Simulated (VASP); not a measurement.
Write the native input for VASP 6.6.1 that does the following.

```yaml
Task: single point
Functional: r2SCAN
Dispersion: rVV10
Potentials_or_basis: VASP PAW PBE potentials, release 64 (Pt, S)
Cutoff: 520 eV
k_mesh: 6 × 6 × 4
Occupations: gaussian, width 0.01 eV
Spin: no spin polarisation
Dipole_correction: no
Further_INCAR_settings: ALGO = Normal; EDIFF = 1e-06; NBANDS = 18
```

PtS2:

```
Pt S
1.0
     3.55264    0.00000    0.00000
    -1.77632    3.07668    0.00000
     0.00000    0.00000    5.12271
Pt S
1 2
Cartesian
  0.0000 0.0000 0.0000
  0.0000 2.0511 1.2257
  1.7763 1.0256 3.8971
```

One way to write it, as run:

POSCAR

```
PtS2
1.0
    3.5526415803      0.0000000000      0.0000000000
   -1.7763207902      3.0766778591      0.0000000000
    0.0000000000      0.0000000000      5.1227110450
Pt S
1 2
Direct
    0.0000000000      0.0000000000      0.0000000000
    0.3333333333      0.6666666667      0.2392599773
    0.6666666667      0.3333333333      0.7607400227
```

INCAR.step1

```
ALGO = Normal
EDIFF = 1E-4
ENCUT = 520
GGA = PE
ISMEAR = 0
LASPH = T
LCHARG = F
LREAL = F
LWAVE = T
NBANDS = 18
NELM = 100
PREC = Accurate
SIGMA = 0.01
```

INCAR.step2

```
ALGO = Normal
BPARAM = 11.95
CPARAM = 0.0093
EDIFF = 1E-6
ENCUT = 520
ISIF = 2
ISMEAR = 0
ISTART = 1
IVDW_NL = 2
LASPH = T
LCHARG = T
LELF = T
LMIXTAU = T
LREAL = F
LUSE_VDW = T
LVHAR = T
LWAVE = F
METAGGA = R2SCAN
NBANDS = 18
NELM = 100
PREC = Accurate
SIGMA = 0.01
```

KPOINTS

```
k-points
0
Gamma
  6 6 4
```

Potentials or basis: VASP PAW PBE potentials, release 64 (Pt, S).

Launch:

```bash
$ cat potpaw_PBE.64/Pt/POTCAR potpaw_PBE.64/S/POTCAR > POTCAR
$ cp INCAR.step1 INCAR
$ mpirun -np 1 vasp_std > vasp.out
$ cp INCAR.step2 INCAR
$ mpirun -np 1 vasp_std > vasp.out
```

It gave:

- Pressure: 0.2 GPa
- Largest force: 0.014 eV/Å
- Band gap on the k mesh: 0.97 eV (least direct gap 1.58 eV)

Caveat: the PAW data sets were made with another functional, which shifts forces and pressure a little; spin-orbit coupling is left out, which moves the levels of the heavy elements.

It took 2.7 min on 1 thread of AMD EPYC 7R43 64-Core Processor (Zen 3), with other jobs on the host, peak memory 0.27 GiB.
